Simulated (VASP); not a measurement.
A run of VASP 6.6.1 is set up as follows.

File INCAR:

```
PREC = Accurate
ENCUT = 520
EDIFF = 1E-6
ISMEAR = 0
SIGMA = 0.05
LREAL = False
LASPH = True
NELM = 100
ALGO = Normal
ISIF = 2
LWAVE = False
LCHARG = False
NBANDS = 13
```

The input KPOINTS:

```
Automatic mesh
0
Gamma
  14 14 14
```

Contents of POSCAR:

```
Pb
1.0
    0.0000000000      2.4397557272      2.4397557272
    2.4397557272      0.0000000000      2.4397557272
    2.4397557272      2.4397557272      0.0000000000
Pb
1
Direct
    0.0000000000      0.0000000000      0.0000000000
```

Potentials or basis: VASP PAW LDA potentials, release 64 (Pb_d).

Command:

```console
$ cat potpaw_LDA.64/Pb_d/POTCAR > POTCAR
$ mpirun -np 1 vasp_std > vasp.out
```

What does it give for the band gap on the k mesh?

Zero (band 7 reaches 15.20 eV, above the bottom of band 8 at 5.87 eV).

Estimate the pressure.

0.1 GPa.

Caveat: spin-orbit coupling is left out, which moves the levels of the heavy elements.
